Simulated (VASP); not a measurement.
The system is Si4Cl.

```xyz
5
Lattice="3.5782 -3.8065 0.0000 3.5782 3.8065 0.0000 0.0000 0.0000 3.1838" Properties=species:S:1:pos:R:3 pbc="T T T"
Si    2.0014    0.0000    0.0000
Si    3.5782    2.4244    1.5919
Si    3.5782   -2.4244    1.5919
Si    5.1551    0.0000    0.0000
Cl    0.0000    0.0000    0.0000
```

The cell was built from a structure type or drawn by symmetry, and may not be a known phase.

```yaml
Program: VASP 6.6.1
Task: relaxation of cell and atoms
Functional: PBE
Potentials_or_basis: VASP PAW PBE potentials, release 64 (Si, Cl)
Cutoff: 600 eV
k_mesh: 4 × 4 × 6
Occupations: gaussian, width 0.1 eV
Spin: no spin polarisation
```

At the start: pressure 23.9 GPa; volume 17.35 Å³/atom.

Question: How do energy, volume and symmetry change on relaxing?

Answer: Over 41 steps the energy falls by 1764.0 meV/atom and the volume is 22.98 Å³/atom (+32.5 %); space group Cmmm (No. 65, to 0.1 Å) before and after.

Step by step:
```csv
step,energy change (eV),largest force (eV/Å),pressure (GPa),volume (Å³)
1,0.0000,4.8706,23.91,86.73
3,-3.7691,1.9653,-4.83,124.83
5,-6.6577,3.8645,9.22,89.90
7,-6.8355,2.4089,2.82,94.84
9,-7.3778,2.3662,5.48,93.65
11,-7.9540,0.6619,1.40,101.20
13,-8.0331,0.6512,-1.78,110.18
15,-8.3154,0.3290,-1.15,106.65
17,-8.3636,0.4598,-0.91,106.18
19,-8.5390,0.1381,-0.21,105.20
21,-8.5615,0.2449,0.04,104.76
23,-8.6295,0.2636,0.28,104.70
25,-8.6523,0.3552,-0.39,106.12
27,-8.6873,0.3018,-0.42,106.51
29,-8.7407,0.2465,0.57,108.06
31,-8.7880,0.1423,0.35,107.77
33,-8.7986,0.1446,0.41,108.87
35,-8.8147,0.0855,-0.33,114.29
37,-8.8174,0.0547,-0.07,113.85
39,-8.8191,0.0492,0.12,114.42
41,-8.8200,0.0114,0.03,114.90
```

Final structure:
```
Si Cl
1.0
     3.96863   -4.70588    0.00000
     3.96863    4.70588    0.00000
     0.00000    0.00000    3.07626
Si Cl
4 1
Direct
  0.31171 0.31171 0.00000
  0.35769 0.64231 0.50000
  0.64231 0.35769 0.50000
  0.68829 0.68829 0.00000
  0.00000 0.00000 0.00000
```

Caveat: the volume moved by over 15 % at a fixed basis, so the end points are rough; an odd number of electrons without spin polarisation forces a metal; a magnetic or distorted state may lie lower.
